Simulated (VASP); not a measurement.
Here is a VASP 6.6.1 calculation.

Contents of POSCAR:

```
TePtSe3
1.0
    4.9092502402      0.0000000000      0.0000000000
    0.0000000000      4.9092502402      0.0000000000
    0.0000000000      0.0000000000      4.9092502402
Te Pt Se
1 1 3
Direct
    0.0000000000      0.0000000000      0.0000000000
    0.5000000000      0.5000000000      0.5000000000
    0.0000000000      0.5000000000      0.5000000000
    0.5000000000      0.0000000000      0.5000000000
    0.5000000000      0.5000000000      0.0000000000
```

File INCAR.step1:

```
  PREC = Accurate
  ENCUT = 520
  ISMEAR = -1
  SIGMA = 0.03
  LREAL = F
  LASPH = T
  NELM = 80
  NBANDS = 25
  GGA = PE
  ALGO = Normal
  EDIFF = 1E-4
  LWAVE = T
  LCHARG = F
```

INCAR.step2

```
  PREC = Accurate
  ENCUT = 520
  EDIFF = 1E-6
  ISMEAR = -1
  SIGMA = 0.03
  LREAL = F
  LASPH = T
  NELM = 80
  ALGO = Normal
  ISIF = 2
  LWAVE = F
  LCHARG = T
  METAGGA = R2SCAN
  LMIXTAU = T
  LUSE_VDW = T
  IVDW_NL = 2
  BPARAM = 11.95
  CPARAM = 0.0093
  LELF = T
  LVHAR = T
  NBANDS = 25
  ISTART = 1
```

KPOINTS

```
Automatic mesh
0
Gamma
  6 6 6
```

Potentials or basis: VASP PAW PBE potentials, release 64 (Te, Pt, Se).

Launch:

```console
$ cat potpaw_PBE.64/Te/POTCAR potpaw_PBE.64/Pt/POTCAR potpaw_PBE.64/Se/POTCAR > POTCAR
$ cp INCAR.step1 INCAR
$ mpirun -np 1 vasp_std > vasp.out
$ cp INCAR.step2 INCAR
$ mpirun -np 1 vasp_std > vasp.out
```

Q: What does it give for the pressure?

A: 0.3 GPa.

Q: Estimate the band gap on the k mesh.

A: Zero (band 17 reaches 7.07 eV, above the bottom of band 18 at 3.78 eV).

Caveat: the PAW data sets were made with another functional, which shifts forces and pressure a little; spin-orbit coupling is left out, which moves the levels of the heavy elements.
